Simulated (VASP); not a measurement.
# SnS (Pnma) in VASP: single point with LDA

Aim: the single point of SnS with LDA.

All numbers are computed with VASP 6.6.1; they aren't measurements. Logs are shortened: lines on timing, memory, paths and dates and some standing lists are left out, and cuts for length are marked.

**1. The cell of the first run**

Symmetry: Pnma, No. 62, orthorhombic system. The conventional cell has a = 10.976 Å, b = 3.954 Å, c = 4.184 Å, α = 90.00°, β = 90.00°, γ = 90.00°. Within 3.4 Å of Sn (site symmetry m) lie 6 S at 2.61 to 3.27 Å and 2 Sn at 3.38 Å. S (site symmetry m) has 6 Sn at 2.61 to 3.27 Å within 3.4 Å.

**2. Single point, LDA**

INCAR

```
PREC = Accurate ; ENCUT = 500
EDIFF = 1E-6 ; ISMEAR = 0
SIGMA = 0.02 ; LREAL = False
LASPH = True ; NELM = 120
ALGO = Normal ; ISIF = 2
LWAVE = False ; LCHARG = True
LELF = True ; LVHAR = True
NBANDS = 50 ; GGA_COMPAT = False
```

KPOINTS

```
Automatic mesh
0
Gamma
  4 8 6
```

POSCAR

```
SnS
1.0
   10.9757026843      0.0000000000      0.0000000000
    0.0000000000      3.9538263162      0.0000000000
    0.0000000000      0.0000000000      4.1843301002
Sn S
4 4
Direct
    0.1178452049      0.2500000000      0.1093420237
    0.3821547951      0.7500000000      0.6093420237
    0.6178452049      0.2500000000      0.3906579763
    0.8821547951      0.7500000000      0.8906579763
    0.8539742511      0.2500000000      0.4738333685
    0.6460257489      0.7500000000      0.9738333685
    0.3539742511      0.2500000000      0.0261666315
    0.1460257489      0.7500000000      0.5261666315
```

Potentials or basis: VASP PAW LDA potentials, release 64 (Sn_d, S).

Run with:

```
cat potpaw_LDA.64/Sn_d/POTCAR potpaw_LDA.64/S/POTCAR > POTCAR
mpirun -np 1 vasp_std > vasp.out
```

OUTCAR:

```text
PREC = Accurate
   ENCUT = 500
   EDIFF = 1E-6
   ISMEAR = 0
   LREAL = False
   LASPH = True
   NELM = 120
   ISIF = 2

 ion  position               nearest neighbor table
   1  0.118  0.250  0.109-   7 2.61   8 2.65   8 2.65   8 3.16   8 3.16   5 3.27   4 3.38   4 3.38

   2  0.382  0.750  0.609-   8 2.61   7 2.65   7 2.65   7 3.16   7 3.16   6 3.27   3 3.38   3 3.38

   3  0.618  0.250  0.391-   5 2.61   6 2.65   6 2.65   6 3.16   6 3.16   7 3.27   2 3.38   2 3.38

   4  0.882  0.750  0.891-   6 2.61   5 2.65   5 2.65   5 3.16   5 3.16   8 3.27   1 3.38   1 3.38

   5  0.854  0.250  0.474-   3 2.61   4 2.65   4 2.65   4 3.16   4 3.16   1 3.27
   6  0.646  0.750  0.974-   4 2.61   3 2.65   3 2.65   3 3.16   3 3.16   2 3.27
   7  0.354  0.250  0.026-   1 2.61   2 2.65   2 2.65   2 3.16   2 3.16   3 3.27
   8  0.146  0.750  0.526-   2 2.61   1 2.65   1 2.65   1 3.16   1 3.16   4 3.27

  LATTYP: Found a simple orthorhombic cell.
 ALAT       =     3.9538263162
 B/A-ratio  =     1.0582989149
 C/A-ratio  =     2.7759698597

  Lattice vectors:

 A1 = (   0.0000000000,   3.9538263162,   0.0000000000)
 A2 = (   0.0000000000,   0.0000000000,   4.1843301002)
 A3 = (  10.9757026843,   0.0000000000,   0.0000000000)

Analysis of symmetry for initial positions (statically):
=====================================================================
 Subroutine PRICEL returns:
 Original cell was already a primitive cell.

 Routine SETGRP: Setting up the symmetry group for a
 simple orthorhombic supercell.

 Subroutine GETGRP returns: Found  8 space group operations
 (whereof  2 operations were pure point group operations)
 out of a pool of  8 trial point group operations.

The static configuration has the point symmetry S_2 .
 The point group associated with its full space group is D_2h.

Analysis of symmetry for dynamics (positions and initial velocities):
=====================================================================
 Subroutine PRICEL returns:
 Original cell was already a primitive cell.

 Routine SETGRP: Setting up the symmetry group for a
 simple orthorhombic supercell.

 Subroutine GETGRP returns: Found  8 space group operations
 (whereof  2 operations were pure point group operations)
 out of a pool of  8 trial point group operations.

The dynamic configuration has the point symmetry S_2 .
 The point group associated with its full space group is D_2h.

 Subroutine INISYM returns: Found  8 space group operations
 (whereof  2 operations are pure point group operations),
 and found     1 'primitive' translations

----------------------------------------------------------------------------------------

                                     Primitive cell

  volume of cell :     181.5833

  direct lattice vectors                    reciprocal lattice vectors
    10.975702684  0.000000000  0.000000000     0.091110340  0.000000000  0.000000000
     0.000000000  3.953826316  0.000000000     0.000000000  0.252919557  0.000000000
     0.000000000  0.000000000  4.184330100     0.000000000  0.000000000  0.238986881

  length of vectors
    10.975702684  3.953826316  4.184330100     0.091110340  0.252919557  0.238986881

  position of ions in fractional coordinates (direct lattice)
     0.117845205  0.250000000  0.109342024
     0.382154795  0.750000000  0.609342024
     0.617845205  0.250000000  0.390657976
     0.882154795  0.750000000  0.890657976
     0.853974251  0.250000000  0.473833369
     0.646025749  0.750000000  0.973833369
     0.353974251  0.250000000  0.026166631
     0.146025749  0.750000000  0.526166631

  ion indices of the primitive-cell ions
   primitive index   ion index
                 1           1
                 2           2
                 3           3
                 4           4
                 5           5
                 6           6
                 7           7
                 8           8

----------------------------------------------------------------------------------------

 KPOINTS: Automatic mesh

Automatic generation of k-mesh.
 Grid dimensions read from file:
 generate k-points for:    4    8    6

 Generating k-lattice:

  Cartesian coordinates                     Fractional coordinates (reciprocal lattice)
     0.022777585  0.000000000  0.000000000     0.250000000  0.000000000  0.000000000
     0.000000000  0.031614945  0.000000000     0.000000000  0.125000000  0.000000000
     0.000000000  0.000000000  0.039831147     0.000000000  0.000000000  0.166666667

  Length of vectors
     0.022777585  0.031614945  0.039831147

  Shift w.r.t. Gamma in fractional coordinates (k-lattice)
     0.000000000  0.000000000  0.000000000

 Subroutine IBZKPT returns following result:
 ===========================================

 Found     60 irreducible k-points:

 Following reciprocal coordinates:
            Coordinates               Weight
  0.000000  0.000000  0.000000      1.000000
  0.250000  0.000000  0.000000      2.000000
  0.500000  0.000000  0.000000      1.000000
  0.000000  0.125000  0.000000      2.000000
  0.250000  0.125000  0.000000      4.000000
  0.500000  0.125000  0.000000      2.000000
[... 16 lines left out ...]
  0.250000  0.250000  0.166667      8.000000
  0.500000  0.250000  0.166667      4.000000
 [... further k-points ...]
   k-points           NKPTS =     60   k-points in BZ     NKDIM =     60   number of bands    NBANDS=     50
   number of dos      NEDOS =    301   number of ions     NIONS =      8
   total plane-waves  NPLWV =  76800
   dimension x,y,z NGX =    80 NGY =   30 NGZ =   32
   dimension x,y,z NGXF=   160 NGYF=   60 NGZF=   64
   ions per type =               4   4
   NGX,Y,Z   is equivalent  to a cutoff of  12.12, 12.61, 12.71 a.u.
   NGXF,Y,Z  is equivalent  to a cutoff of  24.23, 25.23, 25.43 a.u.
 SYSTEM =  unknown system
   PREC   = accura    normal or accurate (medium, high low for compatibility)
   ISTART =      0    job   : 0-new  1-cont  2-samecut
   ICHARG =      2    charge: 1-file 2-atom 10-const
   ISPIN  =      1    spin polarized calculation?
   LNONCOLLINEAR =      F non collinear calculations
   LSORBIT =      F    spin-orbit coupling
   LASPH  =      T    aspherical Exc in radial PAW
   ENCUT  =  500.0 eV  36.75 Ry    6.06 a.u.  20.01  7.21  7.63*2*pi/ulx,y,z
   NELM   =    120;   NELMIN=  2; NELMDL= -5     # of ELM steps
   EDIFF  = 0.1E-05   stopping-criterion for ELM
   LREAL  =      F    real-space projection
   EDIFFG = 0.1E-04   stopping-criterion for IOM
   NSW    =      0    number of steps for IOM
   IBRION =     -1    ionic relax: 0-MD 1-quasi-New 2-CG
   NFREE  =      0    steps in history (QN), initial steepest desc. (CG)
   ISIF   =      2    stress and relaxation
   ISYM   =      2    0-nonsym 1-usesym 2-fastsym
   POTIM  = 0.5000    time-step for ionic-motion
   TEBEG  =    0.0;   TEEND  =   0.0 temperature during run
   PSTRESS=    0.0 pullay stress
   NELECT =      80.0000    total number of electrons
   NUPDOWN=      -1.0000    fix difference up-down
   EMIN   =  10.00;   EMAX   =-10.00  energy-range for DOS
   EFERMI =   0.00;   METHOD = LEGACY
   ISMEAR =     0;   SIGMA  =   0.02  broadening in eV -4-tet -1-fermi 0-gaus
   EFERMI_NEDOS =   21; number of points for ismear=-14 and -15
   IALGO  =     38    algorithm
   IMIX   =      4    mixing-type and parameters
     AMIX     =   0.40;   BMIX     =  1.00
     AMIX_MAG =   1.60;   BMIX_MAG =  1.00
  volume/ion in A,a.u.               =      22.70       153.17
  Fermi-wavevector in a.u.,A,eV,Ry     =   1.245698  2.354028 21.113035  1.551764
  Thomas-Fermi vector in A             =   2.379909
   LORBIT       =      0    0 simple, 1 ext, 2 COOP (PROOUT), +10 PAW based schemes
   GGA     = CA    functional components
   LHFCALC =     F    Hartree Fock is set to
   AEXX    =    0.0000 exact exchange contribution
   IVDW    =     0    specifies the selected vdW correction
   LEPSILON=     F    determine dielectric tensor
   LRPA    =     F    only Hartree local field effects (RPA)
 non-spin polarized calculation
 Gauss-broadening in eV      SIGMA  =   0.02
  energy-cutoff  :      500.00
  volume of cell :      181.58
 maximum number of plane-waves:      4648
   NGX = 41   NGY = 15   NGZ = 15

 number of electron      79.9999981 magnetization

 Free energy of the ion-electron system (eV)
  ---------------------------------------------------
  ext. energy  EPLUGINS =         0.00000000
  ---------------------------------------------------
  free energy    TOTEN  =       -40.50328280 eV

  energy without entropy =      -40.50328280  energy(sigma->0) =      -40.50328280

 E-fermi :   6.9052     XC(G=0): -10.4681

 val. band max:        6.8112860898   @ k =   0.5000   0.0000   0.5000
 cond. band min:       7.4378188216   @ k =   0.0000   0.0000   0.0000
 fundamental gap:      0.6265327317
 Fermi energy:         6.9051913666

 k-point     1 :       0.0000    0.0000    0.0000
  band No.  band energies     occupation
      1     -14.4868      2.00000
      2     -14.4572      2.00000
      3     -14.4547      2.00000
      4     -14.4443      2.00000
      5     -14.4430      2.00000
      6     -14.4420      2.00000
[... 42 lines left out ...]
     49      11.8426      0.00000
     50      12.0395      0.00000

 k-point     2 :       0.2500    0.0000    0.0000
  band No.  band energies     occupation
      1     -14.4839      2.00000
      2     -14.4652      2.00000
      3     -14.4523      2.00000
      4     -14.4458      2.00000
      5     -14.4426      2.00000
      6     -14.4389      2.00000
[... 42 lines left out ...]
     49      12.0058      0.00000
     50      12.0250      0.00000

 k-point     3 :       0.5000    0.0000    0.0000
  band No.  band energies     occupation
      1     -14.4760      2.00000
      2     -14.4760      2.00000
      3     -14.4492      2.00000
      4     -14.4492      2.00000
      5     -14.4408      2.00000
      6     -14.4408      2.00000
[... 1102 lines left out ...]
     49      11.2426      0.00000
     50      11.6811      0.00000

 k-point    24 :       0.5000    0.2500    0.1667
  band No.  band energies     occupation
      1     -14.4635      2.00000
      2     -14.4635      2.00000
      3     -14.4531      2.00000
      4     -14.4531      2.00000
      5     -14.4423      2.00000
      6     -14.4423      2.00000
[... 42 lines left out ...]
     49      11.2493      0.00000
     50      11.2493      0.00000

 [... further k-points ...]

------------------------ aborting loop because EDIFF is reached ----------------------------------------

  FORCE on cell =-STRESS in cart. coord.  units (eV):
  Direction    XX          YY          ZZ          XY          YZ          ZX
  --------------------------------------------------------------------------------------
  -------------------------------------------------------------------------------------
  Total       -0.0248349     -0.0052914      0.0369519      0.0000000      0.0000000      0.0000000
  in kB       -0.2191278     -0.0466878      0.3260408      0.0000000      0.0000000      0.0000000
  external PRESSURE =       0.0200751 kB  Pullay stress =       0.0000000 kB

 VOLUME and BASIS-vectors are now :
 -----------------------------------------------------------------------------
  energy-cutoff  :      500.00
  volume of cell :      181.58
      direct lattice vectors                 reciprocal lattice vectors
    10.975702684  0.000000000  0.000000000     0.091110340  0.000000000  0.000000000
     0.000000000  3.953826316  0.000000000     0.000000000  0.252919557  0.000000000
     0.000000000  0.000000000  4.184330100     0.000000000  0.000000000  0.238986881

 POSITION                                       TOTAL-FORCE (eV/Angst)
 -----------------------------------------------------------------------------------
      1.29343      0.98846      0.45752        -0.015822     -0.000000     -0.013689
      4.19442      2.96537      2.54969         0.015822     -0.000000     -0.013689
      6.78129      0.98846      1.63464        -0.015822      0.000000      0.013689
      9.68227      2.96537      3.72681         0.015822     -0.000000      0.013689
      9.37297      0.98846      1.98268         0.002762      0.000000     -0.010766
      7.09059      2.96537      4.07484        -0.002762      0.000000     -0.010766
      3.88512      0.98846      0.10949         0.002762     -0.000000      0.010766
      1.60274      2.96537      2.20165        -0.002762      0.000000      0.010766
 -----------------------------------------------------------------------------------
    total drift:                               -0.000000     -0.000000     -0.000000

  FREE ENERGIE OF THE ION-ELECTRON SYSTEM (eV)
  ---------------------------------------------------
  free  energy   TOTEN  =       -40.5032828040 eV

  energy  without entropy=      -40.5032828040  energy(sigma->0) =      -40.50328280
```

Run time: 5.6 min. Hardware: 1 thread of Intel Xeon Platinum 8259CL at 2.50GHz (Skylake/Cascade Lake), shared host; peak memory 0.46 GiB.

What came out:

* Free energy: -40.5033 eV
* Pressure: 0.0 GPa
* Largest force: 0.021 eV/Å
* Band gap on the k mesh: 0.63 eV (least direct gap 1.03 eV)

Forces in eV/Å, atoms in the order of the input:
```
Sn  -0.016  0.000 -0.014
Sn   0.016  0.000 -0.014
Sn  -0.016  0.000  0.014
Sn   0.016  0.000  0.014
S    0.003  0.000 -0.011
S   -0.003  0.000 -0.011
S    0.003  0.000  0.011
S   -0.003  0.000  0.011
```

Caveat: semilocal functionals underestimate gaps, and a narrow one can read as zero; spin-orbit coupling is left out, which moves the levels of the heavy elements. A k mesh can miss the band edges.
